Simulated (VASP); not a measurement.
# CdSe (P6_3mc) in VASP: notebook

Runs on CdSe. Level: r2SCAN. Tasks: single point.

All numbers are computed with VASP 6.6.1; they aren't measurements. Logs are shortened: lines on timing, memory, paths and dates and some standing lists are left out, and cuts for length are marked.

## Step 1: The cell of the first run

Symmetry: P6_3mc, No. 186, hexagonal system. The conventional cell has a = 4.513 Å, b = 4.513 Å, c = 7.191 Å, α = 90.00°, β = 90.00°, γ = 120.00°. Within 3.6 Å of Cd (site symmetry 3m) lie 4 Se at 2.70 to 2.76 Å. Se (site symmetry 3m) has 4 Cd at 2.70 to 2.76 Å within 3.6 Å.

## Step 2: Single point, r2SCAN (strain +0.050 along x and y, +0.025 along z)

Contents of POSCAR:

```
CdSe
1.0
    4.5134249099      0.0000000000      0.0000000000
   -2.2567124550      3.9087406301      0.0000000000
    0.0000000000      0.0000000000      7.1905800000
Cd Se
2 2
Direct
    0.6666666667      0.3333333333      0.0000000000
    0.3333333333      0.6666666667      0.5000000000
    0.6666666667      0.3333333333      0.3750000000
    0.3333333333      0.6666666667      0.8750000000
```

Contents of INCAR.step1:

```
PREC = Accurate
ENCUT = 520
ISMEAR = 0
SIGMA = 0.05
LREAL = False
LASPH = True
NELM = 100
NBANDS = 26
GGA = PE
ALGO = Normal
EDIFF = 1E-4
LWAVE = True
LCHARG = False
```

Contents of INCAR.step2:

```
PREC = Accurate
ENCUT = 520
EDIFF = 1E-6
ISMEAR = 0
SIGMA = 0.05
LREAL = False
LASPH = True
NELM = 100
ALGO = Normal
ISIF = 2
LWAVE = False
LCHARG = False
METAGGA = R2SCAN
LMIXTAU = True
NBANDS = 26
ISTART = 1
```

Contents of KPOINTS:

```
Automatic mesh
0
Gamma
  6 6 4
```

Potentials or basis: VASP PAW PBE potentials, release 64 (Cd, Se).

Started as:

```bash
$ cat potpaw_PBE.64/Cd/POTCAR potpaw_PBE.64/Se/POTCAR > POTCAR
$ cp INCAR.step1 INCAR
$ mpirun -np 1 vasp_std > vasp.out
$ cp INCAR.step2 INCAR
$ mpirun -np 1 vasp_std > vasp.out
```

OUTCAR:

```text
PREC = Accurate
   ENCUT = 520
   EDIFF = 1E-6
   ISMEAR = 0
   LREAL = False
   LASPH = True
   NELM = 100
   ISIF = 2
   METAGGA = R2SCAN
   ISTART = 1

 ion  position               nearest neighbor table
   1  0.667  0.333  0.000-   3 2.70   4 2.76   4 2.76   4 2.76
   2  0.333  0.667  0.500-   4 2.70   3 2.76   3 2.76   3 2.76
   3  0.667  0.333  0.375-   1 2.70   2 2.76   2 2.76   2 2.76
   4  0.333  0.667  0.875-   2 2.70   1 2.76   1 2.76   1 2.76

  LATTYP: Found a hexagonal cell.
 ALAT       =     4.5134249099
 C/A-ratio  =     1.5931537898

  Lattice vectors:

 A1 = (   4.5134249099,   0.0000000000,   0.0000000000)
 A2 = (  -2.2567124550,   3.9087406301,   0.0000000000)
 A3 = (   0.0000000000,   0.0000000000,   7.1905800000)

Analysis of symmetry for initial positions (statically):
=====================================================================
 Subroutine PRICEL returns:
 Original cell was already a primitive cell.

 Routine SETGRP: Setting up the symmetry group for a
 hexagonal supercell.

 Subroutine GETGRP returns: Found 12 space group operations
 (whereof  6 operations were pure point group operations)
 out of a pool of 24 trial point group operations.

The static configuration has the point symmetry C_3v.
 The point group associated with its full space group is C_6v.

Analysis of symmetry for dynamics (positions and initial velocities):
=====================================================================
 Subroutine PRICEL returns:
 Original cell was already a primitive cell.

 Routine SETGRP: Setting up the symmetry group for a
 hexagonal supercell.

 Subroutine GETGRP returns: Found 12 space group operations
 (whereof  6 operations were pure point group operations)
 out of a pool of 24 trial point group operations.

The dynamic configuration has the point symmetry C_3v.
 The point group associated with its full space group is C_6v.

 Subroutine INISYM returns: Found 12 space group operations
 (whereof  6 operations are pure point group operations),
 and found     1 'primitive' translations

----------------------------------------------------------------------------------------

                                     Primitive cell

  volume of cell :     126.8548

  direct lattice vectors                    reciprocal lattice vectors
     4.513424910  0.000000000  0.000000000     0.221561236  0.127918439  0.000000000
    -2.256712455  3.908740630  0.000000000     0.000000000  0.255836878  0.000000000
     0.000000000  0.000000000  7.190580000     0.000000000  0.000000000  0.139070840

  length of vectors
     4.513424910  4.513424910  7.190580000     0.255836878  0.255836878  0.139070840

  position of ions in fractional coordinates (direct lattice)
     0.666666667  0.333333333  0.000000000
     0.333333333  0.666666667  0.500000000
     0.666666667  0.333333333  0.375000000
     0.333333333  0.666666667  0.875000000

  ion indices of the primitive-cell ions
   primitive index   ion index
                 1           1
                 2           2
                 3           3
                 4           4

----------------------------------------------------------------------------------------

 KPOINTS: Automatic mesh

Automatic generation of k-mesh.
 Grid dimensions read from file:
 generate k-points for:    6    6    4

 Generating k-lattice:

  Cartesian coordinates                     Fractional coordinates (reciprocal lattice)
     0.036926873  0.021319740  0.000000000     0.166666667 -0.000000000  0.000000000
     0.000000000  0.042639480  0.000000000     0.000000000  0.166666667  0.000000000
     0.000000000  0.000000000  0.034767710     0.000000000  0.000000000  0.250000000

  Length of vectors
     0.042639480  0.042639480  0.034767710

  Shift w.r.t. Gamma in fractional coordinates (k-lattice)
     0.000000000  0.000000000  0.000000000

 Subroutine IBZKPT returns following result:
 ===========================================

 Found     21 irreducible k-points:

 Following reciprocal coordinates:
            Coordinates               Weight
  0.000000  0.000000  0.000000      1.000000
  0.166667 -0.000000  0.000000      6.000000
  0.333333  0.000000  0.000000      6.000000
  0.500000  0.000000  0.000000      3.000000
  0.166667  0.166667  0.000000      6.000000
  0.333333  0.166667  0.000000     12.000000
[... 13 lines left out ...]
  0.333333  0.166667  0.500000     12.000000
  0.333333  0.333333  0.500000      2.000000
   k-points           NKPTS =     21   k-points in BZ     NKDIM =     21   number of bands    NBANDS=     26
   number of dos      NEDOS =    301   number of ions     NIONS =      4
   total plane-waves  NPLWV =  69984
   dimension x,y,z NGX =    36 NGY =   36 NGZ =   54
   dimension x,y,z NGXF=    72 NGYF=   72 NGZF=  108
   ions per type =               2   2
   NGX,Y,Z   is equivalent  to a cutoff of  13.26, 13.26, 12.48 a.u.
   NGXF,Y,Z  is equivalent  to a cutoff of  26.52, 26.52, 24.97 a.u.
 SYSTEM =  unknown system
   PREC   = accura    normal or accurate (medium, high low for compatibility)
   ISTART =      1    job   : 0-new  1-cont  2-samecut
   ICHARG =      0    charge: 1-file 2-atom 10-const
   ISPIN  =      1    spin polarized calculation?
   LNONCOLLINEAR =      F non collinear calculations
   LSORBIT =      F    spin-orbit coupling
   LASPH  =      T    aspherical Exc in radial PAW
   ENCUT  =  520.0 eV  38.22 Ry    6.18 a.u.   8.39  8.39 13.37*2*pi/ulx,y,z
   NELM   =    100;   NELMIN=  2; NELMDL=  0     # of ELM steps
   EDIFF  = 0.1E-05   stopping-criterion for ELM
   LREAL  =      F    real-space projection
   EDIFFG = 0.1E-04   stopping-criterion for IOM
   NSW    =      0    number of steps for IOM
   IBRION =     -1    ionic relax: 0-MD 1-quasi-New 2-CG
   NFREE  =      0    steps in history (QN), initial steepest desc. (CG)
   ISIF   =      2    stress and relaxation
   ISYM   =      2    0-nonsym 1-usesym 2-fastsym
   POTIM  = 0.5000    time-step for ionic-motion
   TEBEG  =    0.0;   TEEND  =   0.0 temperature during run
   PSTRESS=    0.0 pullay stress
   NELECT =      36.0000    total number of electrons
   NUPDOWN=      -1.0000    fix difference up-down
   EMIN   =  10.00;   EMAX   =-10.00  energy-range for DOS
   EFERMI =   0.00;   METHOD = LEGACY
   ISMEAR =     0;   SIGMA  =   0.05  broadening in eV -4-tet -1-fermi 0-gaus
   EFERMI_NEDOS =   21; number of points for ismear=-14 and -15
   IALGO  =     38    algorithm
   IMIX   =      4    mixing-type and parameters
     AMIX     =   0.40;   BMIX     =  1.00
     AMIX_MAG =   1.60;   BMIX_MAG =  1.00
  volume/ion in A,a.u.               =      31.71       214.01
  Fermi-wavevector in a.u.,A,eV,Ry     =   1.075821  2.033007 15.747257  1.157391
  Thomas-Fermi vector in A             =   2.211688
   LORBIT       =      0    0 simple, 1 ext, 2 COOP (PROOUT), +10 PAW based schemes
   METAGGA = R2SCAN    functional components
   LHFCALC =     F    Hartree Fock is set to
   AEXX    =    0.0000 exact exchange contribution
   IVDW    =     0    specifies the selected vdW correction
   LEPSILON=     F    determine dielectric tensor
   LRPA    =     F    only Hartree local field effects (RPA)
 non-spin polarized calculation
 Gauss-broadening in eV      SIGMA  =   0.05
  energy-cutoff  :      520.00
  volume of cell :      126.85
 maximum number of plane-waves:      3470
 NGX is ok and might be reduce to    36
   NGX = 17   NGY = 17   NGZ = 27

 number of electron      35.9999998 magnetization

 Free energy of the ion-electron system (eV)
  ---------------------------------------------------
  ext. energy  EPLUGINS =         0.00000000
  ---------------------------------------------------
  free energy    TOTEN  =       -71.68312620 eV

  energy without entropy =      -71.68312620  energy(sigma->0) =      -71.68312620

 E-fermi :   0.0056     XC(G=0):  -8.8570

 val. band max:       -0.2402226733   @ k =   0.0000   0.0000   0.0000
 cond. band min:       0.6406913631   @ k =   0.0000   0.0000   0.0000
 fundamental gap:      0.8809140364
 Fermi energy:         0.0055980403

 k-point     1 :       0.0000    0.0000    0.0000
  band No.  band energies     occupation
      1     -12.6357      2.00000
      2     -12.3317      2.00000
      3      -8.0943      2.00000
      4      -8.0649      2.00000
      5      -8.0649      2.00000
      6      -8.0076      2.00000
[... 18 lines left out ...]
     25       7.1632      0.00000
     26       7.5764      0.00000

 k-point     2 :       0.1667   -0.0000    0.0000
  band No.  band energies     occupation
      1     -12.5745      2.00000
      2     -12.3074      2.00000
      3      -8.0740      2.00000
      4      -8.0458      2.00000
      5      -8.0093      2.00000
      6      -7.9818      2.00000
[... 18 lines left out ...]
     25       7.2246      0.00000
     26       7.7099      0.00000

 k-point     3 :       0.3333    0.0000    0.0000
  band No.  band energies     occupation
      1     -12.4408      2.00000
      2     -12.2683      2.00000
      3      -8.0377      2.00000
      4      -8.0156      2.00000
      5      -7.9418      2.00000
      6      -7.9253      2.00000
[... 18 lines left out ...]
     25       7.9789      0.00000
     26       8.2183      0.00000

 k-point     4 :       0.5000    0.0000    0.0000
  band No.  band energies     occupation
      1     -12.3596      2.00000
      2     -12.2624      2.00000
      3      -8.0230      2.00000
      4      -8.0054      2.00000
      5      -7.9085      2.00000
      6      -7.8999      2.00000
[... 18 lines left out ...]
     25       7.9681      0.00000
     26       9.4043      0.00000
[... 409 lines left out ...]
      1     -12.3720      2.00000
      2     -12.3720      2.00000
      3      -8.0030      2.00000
      4      -8.0030      2.00000
      5      -7.9802      2.00000
      6      -7.9802      2.00000
[... 18 lines left out ...]
     25       7.5624      0.00000
     26       7.5624      0.00000

 k-point    20 :       0.3333    0.1667    0.5000
  band No.  band energies     occupation
      1     -12.3059      2.00000
      2     -12.3059      2.00000
      3      -7.9892      2.00000
      4      -7.9892      2.00000
      5      -7.9535      2.00000
      6      -7.9535      2.00000
[... 18 lines left out ...]
     25       7.9679      0.00000
     26       7.9679      0.00000

 k-point    21 :       0.3333    0.3333    0.5000
  band No.  band energies     occupation
      1     -12.2843      2.00000
      2     -12.2843      2.00000
      3      -7.9787      2.00000
      4      -7.9787      2.00000
      5      -7.9498      2.00000
      6      -7.9498      2.00000
[... 18 lines left out ...]
     25       8.6648      0.00000
     26       8.6648      0.00000

------------------------ aborting loop because EDIFF is reached ----------------------------------------

  FORCE on cell =-STRESS in cart. coord.  units (eV):
  Direction    XX          YY          ZZ          XY          YZ          ZX
  --------------------------------------------------------------------------------------
  -------------------------------------------------------------------------------------
  Total       -3.3278706     -3.3278706     -2.1110095      0.0000000     -0.0000000      0.0000000
  in kB      -42.0310279    -42.0310279    -26.6620639      0.0000000     -0.0000000      0.0000000
  external PRESSURE =     -36.9080399 kB  Pullay stress =       0.0000000 kB

 VOLUME and BASIS-vectors are now :
 -----------------------------------------------------------------------------
  energy-cutoff  :      520.00
  volume of cell :      126.85
      direct lattice vectors                 reciprocal lattice vectors
     4.513424910  0.000000000  0.000000000     0.221561236  0.127918439  0.000000000
    -2.256712455  3.908740630  0.000000000     0.000000000  0.255836878  0.000000000
     0.000000000  0.000000000  7.190580000     0.000000000  0.000000000  0.139070840

 POSITION                                       TOTAL-FORCE (eV/Angst)
 -----------------------------------------------------------------------------------
      2.25671      1.30291      0.00000         0.000000     -0.000000     -0.125084
     -0.00000      2.60583      3.59529        -0.000000      0.000000     -0.125084
      2.25671      1.30291      2.69647        -0.000000      0.000000      0.125084
     -0.00000      2.60583      6.29176         0.000000     -0.000000      0.125084
 -----------------------------------------------------------------------------------
    total drift:                                0.000000     -0.000000     -0.003119

  FREE ENERGIE OF THE ION-ELECTRON SYSTEM (eV)
  ---------------------------------------------------
  free  energy   TOTEN  =       -71.6831261978 eV

  energy  without entropy=      -71.6831261978  energy(sigma->0) =      -71.68312620
```

Run time: 6.6 min. Hardware: 1 thread of Intel Xeon Platinum 8375C at 2.90GHz (Ice Lake), shared host; peak memory 0.3 GiB.

Results:

* Free energy: -71.6831 eV
* Pressure: -3.7 GPa
* Largest force: 0.125 eV/Å
* Band gap on the k mesh: 0.88 eV, direct

Forces in eV/Å, atoms in the order of the input:
```
Cd   0.000  0.000 -0.125
Cd   0.000  0.000 -0.125
Se   0.000  0.000  0.125
Se   0.000  0.000  0.125
```

Caveat: the cell differs from its parent crystal (strain +0.050 along x and y, +0.025 along z); the PAW data sets were made with another functional, which shifts forces and pressure a little.

(Part 1 of 3 ends here.)
